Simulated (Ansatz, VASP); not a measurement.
# YI in VASP and in Ansatz

File INCAR:

```
PREC = Accurate
ENCUT = 520
EDIFF = 1E-7
ISMEAR = -1
SIGMA = 0.05
LREAL = False
LASPH = True
NELM = 150
ALGO = Normal
ISIF = 2
LWAVE = False
LCHARG = False
ISPIN = 2
MAGMOM = 0.6 0.6 0 0
LORBIT = 11
LMAXMIX = 4
GGA = CA
NBANDS = 30
```

KPOINTS

```
regular mesh
0
Gamma
  7 7 3
```

POSCAR

```
YI
1.0
    4.1082738914      0.0000000000      0.0000000000
   -2.0541369457      3.5578695556      0.0000000000
    0.0000000000      0.0000000000     11.5060227563
Y I
2 2
Direct
    0.6666666667      0.3333333333      0.6267270000
    0.3333333333      0.6666666667      0.3732730000
    0.3333333333      0.6666666667      0.8199750000
    0.6666666667      0.3333333333      0.1800250000
```

Input for Ansatz:

```yaml
crystal:
  lattice:
    - [4.1082738914, 0.0, 0.0]
    - [-2.0541369457, 3.5578695556, 0.0]
    - [0.0, 0.0, 11.5060227563]
  atoms:
    - { symbol: "Y", position: [0.6666666667, 0.3333333333, 0.626727], spin: 0.6 }
    - { symbol: "Y", position: [0.3333333333, 0.6666666667, 0.373273], spin: 0.6 }
    - { symbol: I, position: [0.3333333333, 0.6666666667, 0.819975] }
    - { symbol: I, position: [0.6666666667, 0.3333333333, 0.180025] }
magnetization:
  spin_polarized: true
kpoints:
  mp_grid: { grid: [7, 7, 3] }
scf:
  occupations: { method: fermi_dirac, width: 0.05 }
hamiltonian:
  xc: lda
  pseudopotentials: { kind: paw }
output:
  forces: true
  stress: true
  eigenvalues: true
  populations: true
  write_density: true
  write_potential: true
  elf: true
  volumetric_format: npy
```

Change from the starting cell: volume scaled by 1.12, PAW files.

Alike in both runs: task single point; functional LDA; k mesh 7 × 7 × 3; occupations fermi-dirac, width 0.05 eV; collinear spin.

```csv
,VASP,Ansatz
version,VASP 6.6.1,Ansatz 0.2.0
potentials or method,"VASP PAW LDA potentials, release 64 (Y_sv, I)","PAW with Ansatz's default frozen-core files, scalar-relativistic"
plane-wave cutoff (eV),520,420
valence electrons in the cell,36,56
```

Ansatz gave:

- pressure (GPa): -5.6
- traceless stress, the component that is largest in VASP (GPa): -0.40
- rms of the force components (eV/Å): 0.388
- net moment per atom (μB): 0.27
- size of the moment on the site where the two differ most (μB): 0.25

Question: Which values does VASP return?

Answer: Pressure (GPa): -5.6; traceless stress, the component that is largest in VASP (GPa): -0.37; rms of the force components (eV/Å): 0.390; net moment per atom (μB): 0.25; size of the moment on the site where the two differ most (μB): 0.27.

LDA's correlation is that of Perdew and Zunger in VASP and of Perdew and Wang (1992) in Ansatz. Site moments also hang on the region over which each program counts them. Atom by atom the forces differ by 0.005 eV/Å (rms over components). VASP's potentials hold 36 valence electrons a cell and Ansatz's 56, so a difference there can come from the potentials and not from the codes.

Spin-orbit coupling is off throughout.
